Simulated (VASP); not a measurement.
The system is Bi.

```
CELL_PARAMETERS angstrom
2.26734 1.30905 3.88173
-2.26734 1.30905 3.88173
0.00000 -2.61810 3.88173
ATOMIC_POSITIONS crystal
Bi 0.23713 0.23713 0.23713
Bi 0.76287 0.76287 0.76287
```

| Quantity | Value |
| --- | --- |
| Program | VASP 6.6.1 |
| Task | relaxation of cell and atoms |
| Functional | LDA |
| Potentials or basis | VASP PAW LDA potentials, release 64 (Bi_d) |
| Cutoff | 600 eV |
| k mesh | 12 × 12 × 12 |
| Occupations | gaussian, width 0.1 eV |
| Spin | no spin polarisation |

At the start: pressure -1.4 GPa; volume 34.56 Å³/atom.

Q: How do energy, volume and symmetry change on relaxing?

A: Over 10 steps the energy falls by 4.3 meV/atom and the volume is 33.58 Å³/atom (-2.8 %); space group R-3m (No. 166, to 0.05 Å).

Step by step:
```tsv
step	energy change (eV)	largest force (eV/Å)	pressure (GPa)	volume (Å³)
1	0.0000	0.0962	-1.37	69.13
2	-0.0051	0.1069	0.96	66.22
3	-0.0085	0.0225	0.00	67.30
4	-0.0085	0.0195	-0.02	67.34
5	-0.0085	0.0140	-0.04	67.31
6	-0.0086	0.0018	-0.06	67.23
7	-0.0086	0.0179	-0.01	67.07
8	-0.0087	0.0110	0.03	67.19
9	-0.0087	0.0109	-0.04	67.13
10	-0.0087	0.0012	0.00	67.16
```

Final structure:
```yaml
crystal:
  lattice:
    - [2.24966, 1.29884, 3.83101]
    - [-2.24966, 1.29884, 3.83101]
    - [0.00000, -2.59768, 3.83101]
  atoms:
    - { symbol: Bi, position: [0.23738, 0.23738, 0.23738] }
    - { symbol: Bi, position: [0.76262, 0.76262, 0.76262] }
```
